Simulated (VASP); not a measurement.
A run of VASP 6.6.1:

File INCAR:

```
SYSTEM = HfO2
  PREC = Accurate
  ENCUT = 520
  EDIFF = 1E-7
  ISMEAR = 0
  SIGMA = 0.05
  LREAL = .FALSE.
  LASPH = .TRUE.
  NELM = 80
  ALGO = Normal
  ISIF = 2
  LWAVE = .FALSE.
  LCHARG = .TRUE.
  GGA = PE
  LELF = .TRUE.
  LVHAR = .TRUE.
  NBANDS = 31
```

KPOINTS

```
Automatic mesh
0
G
  6 6 4
  0 0 0
```

POSCAR

```
HfO2
1.0
    3.6043047991      0.0000000000      0.0000000000
    0.0000000000      3.6043047991      0.0000000000
    0.0000000000      0.0000000000      5.2639673039
Hf O
2 4
Direct
    0.5000000000      0.4987394850      0.5000000000
    0.0000000000     -0.0012605150      0.0000000000
    0.0000000000      0.5138723007      0.6932520932
    0.5000000000      0.0138723007      0.8067479068
    0.5000000000      0.0001902538      0.3067479068
    0.0000000000      0.5001902538      0.1932520932
```

Potentials or basis: VASP PAW PBE potentials, release 64 (Hf_pv, O).

The run is started by

```bash
$ cat potpaw_PBE.64/Hf_pv/POTCAR potpaw_PBE.64/O/POTCAR > POTCAR
$ mpirun -np 1 vasp_std > vasp.out
```

Hardware: 1 thread of Intel(R) Xeon(R) Platinum 8488C (Sapphire Rapids) (shared host).

Problem. Estimate the wall time of this run.

Solution. Run time: 82 s on 1 thread of Intel(R) Xeon(R) Platinum 8488C (Sapphire Rapids), on a shared host, peak memory 0.23 GiB. Counts: scf iterations 15, k points 48.
